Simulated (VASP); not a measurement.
Crystal: RbSbS3.

```xyz
5
Lattice="5.2479 0.0000 0.0000 0.0000 5.2479 0.0000 0.0000 0.0000 5.2479" Properties=species:S:1:pos:R:3 pbc="T T T"
Rb    2.6240    2.6240    2.6240
Sb    0.0000    0.0000    0.0000
S     2.6240    0.0000    2.6240
S     0.0000    2.6240    2.6240
S     2.6240    2.6240    0.0000
```

The cell was built from a structure type or drawn by symmetry, and may not be a known phase.

```yaml
Program: VASP 6.6.1
Task: relaxation of cell and atoms
Functional: PBE
Potentials_or_basis: VASP PAW PBE potentials, release 64 (Rb_sv, Sb, S)
Cutoff: 600 eV
k_mesh: 8 × 8 × 8
Occupations: gaussian, width 0.1 eV
Spin: no spin polarisation
```

At the start: pressure 1.4 GPa; volume 28.91 Å³/atom.

**Question.** Where does the relaxation end?

**Answer.** Over 3 steps the energy falls by 7.2 meV/atom and the volume is 30.77 Å³/atom (+6.5 %); space group Pm-3m (No. 221, to 0.1 Å) before and after.

The path:
| step | energy change (eV) | largest force (eV/Å) | pressure (GPa) | volume (Å³) |
| --- | --- | --- | --- | --- |
| 1 | 0.0000 | 0.0000 | 1.38 | 144.53 |
| 2 | -0.0303 | 0.0000 | 0.49 | 149.82 |
| 3 | -0.0358 | 0.0000 | -0.04 | 153.87 |

Final structure:
```
Rb Sb S
1.0
     5.35863    0.00000    0.00000
     0.00000    5.35863    0.00000
     0.00000    0.00000    5.35863
Rb Sb S
1 1 3
Cartesian
  2.6793 2.6793 2.6793
  0.0000 0.0000 0.0000
  2.6793 0.0000 2.6793
  0.0000 2.6793 2.6793
  2.6793 2.6793 0.0000
```
